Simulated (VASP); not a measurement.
A run of VASP 6.6.1 is set up as follows.

POSCAR

```
Al
1.0
   -1.5116577555      1.5116577555      1.5116577555
    1.5116577555     -1.5116577555      1.5116577555
    1.5116577555      1.5116577555     -1.5116577555
Al
1
Direct
    0.0000000000      0.0000000000      0.0000000000
```

The input INCAR.step1:

```
SYSTEM = Al
PREC = Accurate
ENCUT = 520
ISMEAR = 0
SIGMA = 0.15
LREAL = .False.
LASPH = .True.
NELM = 80
NBANDS = 8
GGA = PE
ALGO = Normal
EDIFF = 1E-4
LWAVE = .True.
LCHARG = .False.
```

Contents of INCAR.step2:

```
SYSTEM = Al
PREC = Accurate
ENCUT = 520
EDIFF = 1E-6
ISMEAR = 0
SIGMA = 0.15
LREAL = .False.
LASPH = .True.
NELM = 80
ALGO = Normal
ISIF = 2
LWAVE = .False.
LCHARG = .True.
METAGGA = R2SCAN
LMIXTAU = .True.
LELF = .True.
LVHAR = .True.
NBANDS = 8
ISTART = 1
```

Contents of KPOINTS:

```
Automatic mesh
0
Gamma
  20 20 20
  0 0 0
```

Potentials or basis: VASP PAW PBE potentials, release 64 (Al).

Run with:

```bash
$ cat potpaw_PBE.64/Al/POTCAR > POTCAR
$ cp INCAR.step1 INCAR
$ mpirun -np 1 vasp_std > vasp.out
$ cp INCAR.step2 INCAR
$ mpirun -np 1 vasp_std > vasp.out
```

Problem. Estimate the pressure.

Solution. 17.8 GPa.

Caveat: the cell differs from its parent crystal (strain -0.050 along x and y, -0.050 along z); the PAW data sets were made with another functional, which shifts forces and pressure a little.
